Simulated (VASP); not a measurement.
Input of a VASP 6.6.1 run:

Contents of INCAR:

```
SYSTEM = I
ALGO = Normal
EDIFF = 1E-7
ENCUT = 520
ISIF = 2
ISMEAR = -1
LASPH = .True.
LCHARG = .False.
LREAL = .False.
LWAVE = .False.
NBANDS = 10
NELM = 100
PREC = Accurate
SIGMA = 0.05
```

The input KPOINTS:

```
k-points
0
Gamma
  18 18 18
  0 0 0
```

POSCAR

```
I
1.0
   -1.4712261793      1.4712261793      1.4712261793
    1.4712261793     -1.4712261793      1.4712261793
    1.4712261793      1.4712261793     -1.4712261793
I
1
Direct
    0.0000000000      0.0000000000      0.0000000000
```

Potentials or basis: VASP PAW LDA potentials, release 64 (I).

Run with:

```sh
$ cat potpaw_LDA.64/I/POTCAR > POTCAR
$ mpirun -np 1 vasp_std > vasp.out
```

**Question.** What does it give for the pressure?

**Answer.** 290.7 GPa.

Caveat: an odd number of electrons without spin polarisation forces a metal; a magnetic or distorted state may lie lower.
